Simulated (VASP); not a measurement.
Here is a VASP 6.6.1 calculation.

INCAR

```
PREC = Accurate
ENCUT = 520
EDIFF = 1E-6
ISMEAR = -1
SIGMA = 0.1
LREAL = False
LASPH = True
NELM = 60
ALGO = Normal
ISIF = 2
LWAVE = False
LCHARG = False
LDIPOL = True
IDIPOL = 3
DIPOL = 0.5 0.5 0.500
GGA = PE
NBANDS = 43
```

File KPOINTS:

```
Automatic mesh
0
Gamma
  10 10 1
```

File POSCAR:

```
Mo
1.0
    4.4701026757      0.0000000000      0.0000000000
   -2.2350513378      3.8712224747      0.0000000000
    0.0000000000      0.0000000000     19.6498000000
Mo
5
Direct
    0.8333333333      0.1666666667      0.4205312807
    0.1666666667      0.8333333333      0.4571710418
    0.5000000000      0.5000000000      0.4999999854
    0.8333333333      0.1666666667      0.5428289630
    0.1666666667      0.8333333333      0.5794687291
```

Potentials or basis: VASP PAW PBE potentials, release 64 (Mo_sv).

The run is started by

```sh
$ cat potpaw_PBE.64/Mo_sv/POTCAR > POTCAR
$ mpirun -np 1 vasp_std > vasp.out
```

(1) Predict the largest force.

Answers

(1) 0.069 eV/Å.
